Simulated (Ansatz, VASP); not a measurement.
One calculation of AlN, two programs

File POSCAR:

```
AlN
1.0
    0.0000000000      2.1839935596      2.1839935596
    2.1839935596      0.0000000000      2.1839935596
    2.1839935596      2.1839935596      0.0000000000
Al N
1 1
Direct
    0.0000000000      0.0000000000      0.0000000000
    0.2500000000      0.2500000000      0.2500000000
```

Contents of INCAR.step1:

```
ALGO     = Normal         # electronic algorithm
EDIFF    = 1E-5           # SCF threshold, eV
ENCUT    = 520            # plane-wave cutoff, eV
GGA      = PE             # functional
ISIF     = 2              # what is computed and relaxed
ISMEAR   = -1             # smearing method
LASPH    = T              # aspherical terms in the spheres
LCHARG   = F              # write CHGCAR
LREAL    = F              # projectors in reciprocal space
LWAVE    = T              # write WAVECAR
NBANDS   = 11             # bands
NELM     = 100            # most SCF steps
PREC     = Accurate       # precision mode
SIGMA    = 0.05           # smearing width, eV
```

INCAR.step2

```
ALGO     = Normal         # electronic algorithm
EDIFF    = 1E-7           # SCF threshold, eV
ENCUT    = 520            # plane-wave cutoff, eV
GGA      = PE             # functional
HFSCREEN = 0.2079         # screening, 1/A
ISIF     = 2              # what is computed and relaxed
ISMEAR   = -1             # smearing method
ISTART   = 1            
LASPH    = T              # aspherical terms in the spheres
LCHARG   = F              # write CHGCAR
LHFCALC  = T              # exact exchange
LREAL    = F              # projectors in reciprocal space
LWAVE    = F              # write WAVECAR
NBANDS   = 11             # bands
NELM     = 100            # most SCF steps
PREC     = Accurate       # precision mode
PRECFOCK = Normal       
SIGMA    = 0.05           # smearing width, eV
```

KPOINTS

```
k-points
0
Gamma
  5 5 5
```

Contents of input.yaml:

```yaml
crystal:
  lattice:
    - [0.0, 2.1839935596, 2.1839935596]
    - [2.1839935596, 0.0, 2.1839935596]
    - [2.1839935596, 2.1839935596, 0.0]
  atoms:
    - { symbol: Al, position: [0.0, 0.0, 0.0] }
    - { symbol: "N", position: [0.25, 0.25, 0.25] }
hamiltonian:
  xc: hse06
  pseudopotentials: { kind: paw }
kpoints:
  mp_grid: { grid: [5, 5, 5] }
  band_path:
    path:
      - [[0.0, 0.0, 0.0], [0.5, 0.0, 0.5], [0.5, 0.25, 0.75], [0.375, 0.375, 0.75], [0.0, 0.0, 0.0], [0.5, 0.5, 0.5], [0.625, 0.25, 0.625], [0.5, 0.25, 0.75], [0.5, 0.5, 0.5], [0.375, 0.375, 0.75]]
      - [[0.625, 0.25, 0.625], [0.5, 0.0, 0.5]]
    npoints: 4
scf:
  occupations: { method: fermi_dirac, width: 0.05 }
  n_extra_bands: 6
output:
  forces: true
  stress: true
  eigenvalues: true
  fatbands: false
  write_density: true
  write_potential: true
  elf: true
  volumetric_format: npy
```

Alike in both runs: functional HSE06; k mesh 5 × 5 × 5; occupations fermi-dirac, width 0.05 eV; no spin polarisation.

|  | VASP | Ansatz |
| --- | --- | --- |
| version | VASP 6.6.1 | Ansatz 0.2.0 |
| potentials or method | VASP PAW PBE potentials, release 64 (Al, N) | Ansatz PAW |
| plane-wave cutoff (eV) | 520 | 420 |
| valence electrons in the cell | 8 | 8 |
| task | single point | band structure |

Ansatz gave:

```
gap on the k mesh at the Fermi level (eV) : 5.17
pressure (GPa)                            : -0.4
```

Problem. What did VASP give for the same quantities?

Solution. gap on the k mesh at the Fermi level (eV): 5.17; pressure (GPa): -0.5.

The functional is the same, so the differences come from potentials, cutoffs and numerics.

The k mesh is coarse, so the values compare programs but aren't converged.
